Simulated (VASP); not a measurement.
Wanted: the native input for a VASP 6.6.1 run.

* Task: single point
* Functional: PBE
* Potentials or basis: VASP PAW PBE potentials, release 64 (Na_pv)
* Cutoff: 500 eV
* k mesh: 12 × 12 × 12
* Occupations: fermi-dirac, width 0.1 eV
* Spin: no spin polarisation
* Dipole correction: no
* Further INCAR settings: ALGO = Normal; EDIFF = 1e-06; NBANDS = 14

The structure of Na lies in POSCAR:

```
Na
1.0
    0.0000000000      2.6645322414      2.6645322414
    2.6645322414      0.0000000000      2.6645322414
    2.6645322414      2.6645322414      0.0000000000
Na
2
Direct
   -0.1250000000     -0.1250000000     -0.1250000000
    0.1250000000      0.1250000000      0.1250000000
```

One way to write it, as run:

INCAR

```
PREC = Accurate ; ENCUT = 500
EDIFF = 1E-6 ; ISMEAR = -1
SIGMA = 0.1 ; LREAL = F
LASPH = T ; NELM = 120
ALGO = Normal ; ISIF = 2
LWAVE = F ; LCHARG = F
GGA = PE ; NBANDS = 14
GGA_COMPAT = F
```

KPOINTS

```
Automatic mesh
0
Gamma
  12 12 12
```

Potentials or basis: VASP PAW PBE potentials, release 64 (Na_pv).

Launch:

```bash
$ cat potpaw_PBE.64/Na_pv/POTCAR > POTCAR
$ mpirun -np 1 vasp_std > vasp.out
```

Results of the run:

The pressure is 20.0 GPa. The band gap on the k mesh is zero (band 7 reaches 4.17 eV, above the bottom of band 8 at 2.84 eV).

Run time: 41 s on 1 thread of AMD EPYC 7R43 64-Core Processor (Zen 3), on a shared host, peak memory 0.13 GiB.
